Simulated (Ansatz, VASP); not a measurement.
## One calculation of C, two programs

The input INCAR:

```
PREC = Accurate
ENCUT = 520
EDIFF = 1E-6
ISMEAR = 0
SIGMA = 0.15
LREAL = False
LASPH = True
NELM = 60
ALGO = Normal
ISIF = 2
LWAVE = False
LCHARG = False
GGA = PE
NBANDS = 16
```

The input KPOINTS:

```
regular mesh
0
Gamma
  18 18 6
```

POSCAR

```
C
1.0
    2.6391797485      0.0000000000      0.0000000000
   -1.3195898742      2.1360716891      0.0000000000
    0.0000000000      0.0000000000      8.5653080463
C
4
Direct
    0.0000000000      0.0000000000      0.0025000000
    0.0000000000      0.0000000000      0.5025000000
    0.3333333333      0.6666666667      0.0025000000
    0.6666666667      0.3333333333      0.5025000000
```

Input for Ansatz:

```yaml
crystal:
  lattice:
    - [2.6391797485, 0.0, 0.0]
    - [-1.3195898742, 2.1360716891, 0.0]
    - [0.0, 0.0, 8.5653080463]
  atoms:
    - { symbol: C, position: [0.0, 0.0, 0.0025] }
    - { symbol: C, position: [0.0, 0.0, 0.5025] }
    - { symbol: C, position: [0.3333333333, 0.6666666667, 0.0025] }
    - { symbol: C, position: [0.6666666667, 0.3333333333, 0.5025] }
basis:
  ecutwfc: 520.0
kpoints:
  mp_grid: { grid: [18, 18, 6] }
hamiltonian:
  xc: pbe
  pseudopotentials: { kind: paw, azcp: { folder: soft_1 } }
scf:
  occupations: { method: gaussian, width: 0.15 }
output:
  forces: true
  stress: true
  eigenvalues: true
```

Change from the starting cell: mode 4 frozen in at +0.000 Å, normal strain along x +0.0700.

Alike in both runs: task single point; functional PBE; k mesh 18 × 18 × 6; occupations gaussian, width 0.15 eV; no spin polarisation.

```csv
,VASP,Ansatz
version,VASP 6.6.1,Ansatz 0.2.0
potentials or method,"VASP PAW PBE potentials, release 64 (C), cutoff 520 eV","scalar-relativistic, plane waves, PAW"
valence electrons in the cell,16,16
```

VASP gave:

* gap on the k mesh at the Fermi level (eV): 0.70
* least direct gap on the mesh (eV): 0.70
* pressure (GPa): -17.7
* traceless stress, the component that is largest in VASP (GPa): -28.72
* rms of the force components (eV/Å): 0.199

Problem. Estimate Ansatz's values.

Solution. gap on the k mesh at the Fermi level (eV): 0.70; least direct gap on the mesh (eV): 0.70; pressure (GPa): -18.0; traceless stress, the component that is largest in VASP (GPa): -28.82; rms of the force components (eV/Å): 0.189.

Atom by atom the forces differ by 0.010 eV/Å (rms over components).
